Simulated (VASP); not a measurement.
Wanted: the native input for a VASP 6.6.1 run.

```yaml
Task: single point
Functional: PBEsol
Potentials_or_basis: VASP PAW PBE potentials, release 64 (Sn_d, Se)
Cutoff: 520 eV
k_mesh: 10 × 10 × 10
Occupations: fermi-dirac, width 0.05 eV
Spin: no spin polarisation
Dipole_correction: no
Further_INCAR_settings: ALGO = Normal; EDIFF = 1e-06; NBANDS = 17
```

The structure of SnSe lies in POSCAR:

```
SnSe
1.0
    0.0000000000      3.0104337128      3.0104337128
    3.0104337128      0.0000000000      3.0104337128
    3.0104337128      3.0104337128      0.0000000000
Sn Se
1 1
Direct
    0.0000000000      0.0000000000      0.0000000000
    0.5000000000      0.5000000000      0.5000000000
```

These files were run (other wordings do the same):

INCAR

```
SYSTEM = SnSe
  ALGO = Normal
  EDIFF = 1E-6
  ENCUT = 520
  GGA = PS
  ISIF = 2
  ISMEAR = -1
  LASPH = .True.
  LCHARG = .False.
  LREAL = .False.
  LWAVE = .False.
  NBANDS = 17
  NELM = 80
  PREC = Accurate
  SIGMA = 0.05
```

KPOINTS

```
k-points
0
Gamma
  10 10 10
  0 0 0
```

Potentials or basis: VASP PAW PBE potentials, release 64 (Sn_d, Se).

Command:

```console
$ cat potpaw_PBE.64/Sn_d/POTCAR potpaw_PBE.64/Se/POTCAR > POTCAR
$ mpirun -np 1 vasp_std > vasp.out
```

Results of the run:

The pressure is -1.8 GPa. The band gap on the k mesh is 0.52 eV, indirect (least direct gap 0.62 eV).

Caveat: the PAW data sets were made with another functional, which shifts forces and pressure a little; spin-orbit coupling is left out, which moves the levels of the heavy elements.

Run time: 57 s on 1 thread of AMD EPYC 7R13, with other jobs on the host, peak memory 0.17 GiB.
